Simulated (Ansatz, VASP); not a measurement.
**Sb in VASP and in Ansatz**

```
Sb
1.0
     0.00000    2.37124    2.37124
     2.37124    0.00000    2.37124
     2.37124    2.37124    0.00000
Sb
1
Direct
  0.00000 0.00000 0.00000
```

Alike in both runs: task single point; functional PBE; k mesh 10 × 10 × 10; occupations gaussian, width 0.014 eV; no spin polarisation.

|  | VASP | Ansatz |
| --- | --- | --- |
| version | VASP 6.6.1 | Ansatz 0.2.0 |
| potentials or method | VASP PAW PBE potentials, release 64 (Sb) | Ansatz PAW |
| plane-wave cutoff (eV) | 500 | 420 |
| valence electrons in the cell | 5 | 15 |

```tsv
	VASP	Ansatz	Ansatz less VASP
gap on the k mesh at the Fermi level (eV)	none	none	-
pressure (GPa)	1.8	2.0	+0.17
```

A gap of «none» marks a metal or a gap that the smearing closes. With one functional, cell and mesh, what is left measures potentials, basis and numerics. VASP's potentials hold 5 valence electrons a cell and Ansatz's 15, so a difference there can come from the potentials and not from the codes.

Neither program's run includes spin-orbit coupling.
